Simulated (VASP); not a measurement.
# Ga15CN16 (a cell with a defect) in VASP: single point with PBE

Aim: the single point of Ga15CN16 (a cell with a defect) with PBE.

All numbers are computed with VASP 6.6.1; they aren't measurements. Logs are shortened: lines on timing, memory, paths and dates and some standing lists are left out, and cuts for length are marked.

## (1) The cell of the first run

The cell holds a defect, 32 atoms: a = 6.360 Å, b = 6.360 Å, c = 10.332 Å, α = 90.00°, β = 90.00°, γ = 120.00°.

## (2) Single point, PBE

INCAR

```
SYSTEM = Ga15CN16
PREC = Accurate
ENCUT = 520
EDIFF = 1E-6
ISMEAR = -1
SIGMA = 0.01
LREAL = Auto
LASPH = .True.
NELM = 120
ALGO = Normal
ISIF = 2
LWAVE = .False.
LCHARG = .False.
GGA = PE
NBANDS = 162
NELECT = 278.0
GGA_COMPAT = .False.
```

KPOINTS

```
regular mesh
0
Gamma
  4 4 2
  0 0 0
```

POSCAR

```
Ga15CN16
1.0
    6.3600000000      0.0000000000      0.0000000000
   -3.1800000000      5.5079215680      0.0000000000
    0.0000000000      0.0000000000     10.3320000000
C Ga N
1 15 16
Direct
    0.1666666667      0.3333333333      0.0034109561
    0.1666666667      0.3333333333      0.4965726664
    0.1557359560      0.8278679780      0.0024462343
    0.1705762521      0.8352881261      0.4997654354
    0.6721320220      0.3442640440      0.0024462343
    0.6647118739      0.3294237479      0.4997654354
    0.6721320220      0.8278679780      0.0024462343
    0.6647118739      0.8352881261      0.4997654354
    0.3321649226      0.1678350774      0.2421321418
    0.3280479232      0.1719520768      0.7541245953
    0.3321649226      0.6643298453      0.2421321418
    0.3280479232      0.6560958463      0.7541245953
    0.8356701547      0.1678350774      0.2421321418
    0.8439041537      0.1719520768      0.7541245953
    0.8333333333      0.6666666667      0.2550366726
    0.8333333333      0.6666666667      0.7462549548
    0.1666666667      0.3333333333      0.1517205149
    0.1666666667      0.3333333333      0.6835265840
    0.1639829348      0.8319914674      0.1879140665
    0.1722407911      0.8361203956      0.6935060557
    0.6680085326      0.3360170652      0.1879140665
    0.6638796044      0.3277592089      0.6935060557
    0.6680085326      0.8319914674      0.1879140665
    0.6638796044      0.8361203956      0.6935060557
    0.3322049031      0.1677950969      0.4321924061
    0.3041775776      0.1958224224      0.9497342906
    0.3322049031      0.6644098063      0.4321924061
    0.3041775776      0.6083551552      0.9497342906
    0.8355901937      0.1677950969      0.4321924061
    0.8916448448      0.1958224224      0.9497342906
    0.8333333333      0.6666666667      0.4433457915
    0.8333333333      0.6666666667      0.9346861822
```

Potentials or basis: VASP PAW PBE potentials, release 64 (C, Ga_d, N).

Command:

```
cat potpaw_PBE.64/C/POTCAR potpaw_PBE.64/Ga_d/POTCAR potpaw_PBE.64/N/POTCAR > POTCAR
mpirun -np 1 vasp_std > vasp.out
```

OUTCAR:

```text
SYSTEM = Ga15CN16
   PREC = Accurate
   ENCUT = 520
   EDIFF = 1E-6
   ISMEAR = -1
   LREAL = Auto
   LASPH = .True.
   NELM = 120
   ISIF = 2
   GGA = PE
   NELECT = 278.0

 ion  position               nearest neighbor table
   1  0.167  0.333  0.003-  17 1.53  26 1.61  28 1.61  30 1.61
   2  0.167  0.333  0.497-  18 1.93  25 1.94  27 1.94  29 1.94
   3  0.156  0.828  0.002-  32 1.91  19 1.92  26 2.11  28 2.11
   4  0.171  0.835  0.500-  31 1.95  25 1.96  27 1.96  20 2.00
   5  0.672  0.344  0.002-  32 1.91  21 1.92  30 2.11  26 2.11
   6  0.665  0.329  0.500-  31 1.95  29 1.96  25 1.96  22 2.00
[... 24 lines left out ...]
  31  0.833  0.667  0.443-  15 1.95   6 1.95   8 1.95   4 1.95
  32  0.833  0.667  0.935-   7 1.91   5 1.91   3 1.91  16 1.95

  LATTYP: Found a hexagonal cell.
 ALAT       =     6.3600000000
 C/A-ratio  =     1.6245283019

  Lattice vectors:

 A1 = (   6.3600000000,   0.0000000000,   0.0000000000)
 A2 = (  -3.1800000000,   5.5079215680,   0.0000000000)
 A3 = (   0.0000000000,   0.0000000000,  10.3320000000)

Analysis of symmetry for initial positions (statically):
=====================================================================
 Subroutine PRICEL returns:
 Original cell was already a primitive cell.

 Routine SETGRP: Setting up the symmetry group for a
 hexagonal supercell.

 Subroutine GETGRP returns: Found  6 space group operations
 (whereof  2 operations were pure point group operations)
 out of a pool of 24 trial point group operations.

The static configuration has the point symmetry C_1h.
 The point group associated with its full space group is C_3v.

Analysis of symmetry for dynamics (positions and initial velocities):
=====================================================================
 Subroutine PRICEL returns:
 Original cell was already a primitive cell.

 Routine SETGRP: Setting up the symmetry group for a
 hexagonal supercell.

 Subroutine GETGRP returns: Found  6 space group operations
 (whereof  2 operations were pure point group operations)
 out of a pool of 24 trial point group operations.

The dynamic configuration has the point symmetry C_1h.
 The point group associated with its full space group is C_3v.

 Subroutine INISYM returns: Found  6 space group operations
 (whereof  2 operations are pure point group operations),
 and found     1 'primitive' translations

[... 136 lines left out ...]
   NELM   =    120;   NELMIN=  2; NELMDL= -5     # of ELM steps
   EDIFF  = 0.1E-05   stopping-criterion for ELM
   LREAL  =      T    real-space projection
   EDIFFG = 0.1E-04   stopping-criterion for IOM
   NSW    =      0    number of steps for IOM
[... 5 lines left out ...]
   TEBEG  =    0.0;   TEEND  =   0.0 temperature during run
   PSTRESS=    0.0 pullay stress
   NELECT =     278.0000    total number of electrons
   NUPDOWN=      -1.0000    fix difference up-down
   EMIN   =  10.00;   EMAX   =-10.00  energy-range for DOS
   EFERMI =   0.00;   METHOD = LEGACY
   ISMEAR =    -1;   SIGMA  =   0.01  broadening in eV -4-tet -1-fermi 0-gaus
   EFERMI_NEDOS =   21; number of points for ismear=-14 and -15
   IALGO  =     38    algorithm
   IMIX   =      4    mixing-type and parameters
     AMIX     =   0.40;   BMIX     =  1.00
     AMIX_MAG =   1.60;   BMIX_MAG =  1.00
  volume/ion in A,a.u.               =      11.31        76.33
  Fermi-wavevector in a.u.,A,eV,Ry     =   1.499271  2.833211 30.583341  2.247812
  Thomas-Fermi vector in A             =   2.610922
   LORBIT       =      0    0 simple, 1 ext, 2 COOP (PROOUT), +10 PAW based schemes
   GGA     = PE    functional components
   LHFCALC =     F    Hartree Fock is set to
   AEXX    =    0.0000 exact exchange contribution
   IVDW    =     0    specifies the selected vdW correction
   LEPSILON=     F    determine dielectric tensor
   LRPA    =     F    only Hartree local field effects (RPA)
 non-spin polarized calculation
  energy-cutoff  :      520.00
  volume of cell :      361.93
 maximum number of plane-waves:      9768
 NGX is ok and might be reduce to    48
   NGX = 23   NGY = 23   NGZ = 39

 number of electron     278.0000012 magnetization

 Free energy of the ion-electron system (eV)
  ---------------------------------------------------
  ext. energy  EPLUGINS =         0.00000000
  ---------------------------------------------------
  free energy    TOTEN  =      -202.66014404 eV

  energy without entropy =     -202.66014404  energy(sigma->0) =     -202.66014404

 E-fermi :   5.4745     XC(G=0): -11.5856

 val. band max:        5.2202114235   @ k =   0.0000   0.0000   0.0000
 cond. band min:       6.3821238262   @ k =   0.0000   0.0000   0.0000
 fundamental gap:      1.1619124026
 Fermi energy:         5.4744867715

 k-point     1 :       0.0000    0.0000    0.0000
  band No.  band energies     occupation
      1     -12.2716      2.00000
      2     -10.4990      2.00000
      3     -10.2467      2.00000
      4     -10.1874      2.00000
      5      -9.9189      2.00000
      6      -9.9189      2.00000
[... 1221 lines left out ...]
    150      11.0976      0.00000
    151      11.3070      0.00000
 [bands above 151 left out]

------------------------ aborting loop because EDIFF is reached ----------------------------------------

  FORCE on cell =-STRESS in cart. coord.  units (eV):
  Direction    XX          YY          ZZ          XY          YZ          ZX
  --------------------------------------------------------------------------------------
  -------------------------------------------------------------------------------------
  Total      -10.5763593    -10.5763593    -11.0212040      0.0000000     -0.0000000      0.0000000
  in kB      -46.8185023    -46.8185023    -48.7877022      0.0000000     -0.0000000      0.0000000
  external PRESSURE =     -47.4749023 kB  Pullay stress =       0.0000000 kB

 VOLUME and BASIS-vectors are now :
 -----------------------------------------------------------------------------
  energy-cutoff  :      520.00
  volume of cell :      361.93
      direct lattice vectors                 reciprocal lattice vectors
     6.360000000  0.000000000  0.000000000     0.157232704  0.090778344  0.000000000
    -3.180000000  5.507921568  0.000000000     0.000000000  0.181556688  0.000000000
     0.000000000  0.000000000 10.332000000     0.000000000  0.000000000  0.096786682

 POSITION                                       TOTAL-FORCE (eV/Angst)
 -----------------------------------------------------------------------------------
      0.00000      1.83597      0.03524         0.000000     -0.000000     -0.026986
      0.00000      1.83597      5.13059         0.000000     -0.000000      0.012264
     -1.64214      4.55983      0.02527        -0.022320     -0.012887      0.019676
     -1.57135      4.60070      5.16358        -0.002305     -0.001331     -0.006186
      3.18000      1.89618      0.02527         0.000000      0.025773      0.019676
      3.18000      1.81444      5.16358         0.000000      0.002661     -0.006186
[... 24 lines left out ...]
      3.18000      3.67195      4.58065         0.000000     -0.000000      0.002408
      3.18000      3.67195      9.65718         0.000000     -0.000000     -0.014642
 -----------------------------------------------------------------------------------
    total drift:                               -0.000006      0.000002      0.005677

  FREE ENERGIE OF THE ION-ELECTRON SYSTEM (eV)
  ---------------------------------------------------
  free  energy   TOTEN  =      -202.6601440360 eV

  energy  without entropy=     -202.6601440360  energy(sigma->0) =     -202.66014404
```

OSZICAR:

```text
N       E                     dE             d eps       ncg     rms          rms(c)
DAV:   1     0.486388488313E+04    0.48639E+04   -0.10483E+05  2728   0.317E+03
DAV:   2     0.110053246857E+04   -0.37634E+04   -0.35813E+04  2592   0.927E+02
DAV:   3    -0.504863394222E+02   -0.11510E+04   -0.10857E+04  3120   0.319E+02
DAV:   4    -0.213665793818E+03   -0.16318E+03   -0.15910E+03  2952   0.121E+02
DAV:   5    -0.231639326049E+03   -0.17974E+02   -0.17858E+02  4296   0.408E+01    0.298E+01
DAV:   6    -0.201106206856E+03    0.30533E+02   -0.12134E+02  4552   0.605E+01    0.857E+00
DAV:   7    -0.202834397265E+03   -0.17282E+01   -0.22526E+01  2984   0.145E+01    0.755E+00
DAV:   8    -0.202669424655E+03    0.16497E+00   -0.23170E+00  3720   0.182E+01    0.288E+00
DAV:   9    -0.202683035209E+03   -0.13611E-01   -0.65601E-01  3056   0.571E+00    0.130E+00
DAV:  10    -0.202655431177E+03    0.27604E-01   -0.20298E-01  3840   0.393E+00    0.530E-01
DAV:  11    -0.202657789328E+03   -0.23582E-02   -0.59927E-02  3840   0.180E+00    0.248E-01
DAV:  12    -0.202659432785E+03   -0.16435E-02   -0.18545E-02  3664   0.692E-01    0.130E-01
DAV:  13    -0.202659904057E+03   -0.47127E-03   -0.28607E-03  2944   0.770E-01    0.418E-02
DAV:  14    -0.202660110574E+03   -0.20652E-03   -0.15021E-03  3152   0.224E-01    0.340E-02
DAV:  15    -0.202660142341E+03   -0.31767E-04   -0.24250E-04  3640   0.121E-01    0.270E-02
DAV:  16    -0.202660142397E+03   -0.55465E-07   -0.50482E-05  3512   0.832E-02    0.136E-02
DAV:  17    -0.202660143609E+03   -0.12117E-05   -0.29823E-05  3872   0.332E-02    0.529E-03
DAV:  18    -0.202660144036E+03   -0.42736E-06   -0.68336E-06  2552   0.143E-02
   1 F= -.20266014E+03 E0= -.20266014E+03  d E =-.300564E-12
```

Run time: 35 min. Hardware: 1 thread of Intel Xeon 8259CL, shared host; peak memory 0.59 GiB.

What came out:

```
Free energy   : -202.6601 eV
Largest force : 0.032 eV/Å
```

Forces on the atoms (eV/Å):
```
C    0.000  0.000 -0.027
Ga   0.000  0.000  0.012
Ga  -0.022 -0.013  0.020
Ga  -0.002 -0.001 -0.006
Ga   0.000  0.026  0.020
Ga   0.000  0.003 -0.006
Ga   0.022 -0.013  0.020
Ga   0.002 -0.001 -0.006
Ga   0.020 -0.011 -0.001
Ga  -0.008  0.005 -0.013
Ga   0.000  0.023 -0.001
Ga   0.000 -0.009 -0.013
Ga  -0.020 -0.011 -0.001
Ga   0.008  0.005 -0.013
Ga   0.000  0.000 -0.001
Ga   0.000  0.000  0.005
N    0.000  0.000  0.008
N    0.000  0.000  0.013
N    0.004  0.002 -0.007
N   -0.001  0.000  0.006
N    0.000 -0.005 -0.007
N    0.000  0.001  0.006
N   -0.004  0.002 -0.007
N    0.001  0.000  0.006
N   -0.007  0.004  0.003
N   -0.005  0.003 -0.003
N    0.000 -0.008  0.003
N    0.000 -0.006 -0.003
N    0.007  0.004  0.003
N    0.005  0.003 -0.003
N    0.000  0.000  0.002
N    0.000  0.000 -0.015
```

Levels at points of the mesh, in eV from the Fermi level:
| k point | band 135 | band 136 | band 137 | band 138 | band 139 | band 140 | band 141 | band 142 | band 143 | band 144 |
| --- | --- | --- | --- | --- | --- | --- | --- | --- | --- | --- |
| (0.00, 0.00, 0.00) | -0.74 | -0.74 | -0.44 | -0.25 | -0.25 | 0.91 | 2.23 | 3.53 | 3.53 | 3.78 |
| (0.50, 0.00, 0.00) | -1.28 | -1.07 | -1.02 | -0.79 | -0.66 | 2.30 | 3.71 | 3.89 | 4.47 | 4.66 |
| (0.00, 0.00, 0.50) | -1.01 | -0.56 | -0.56 | -0.31 | -0.31 | 1.38 | 2.68 | 3.30 | 3.30 | 3.31 |
| (0.50, 0.00, 0.50) | -1.10 | -1.03 | -0.91 | -0.89 | -0.84 | 2.19 | 3.66 | 3.96 | 4.04 | 4.56 |

Caveat: the cell carries a net charge on a neutralising background, which shifts energy and pressure; the cell is charged against a uniform background, so pressure and absolute levels hang on convention.
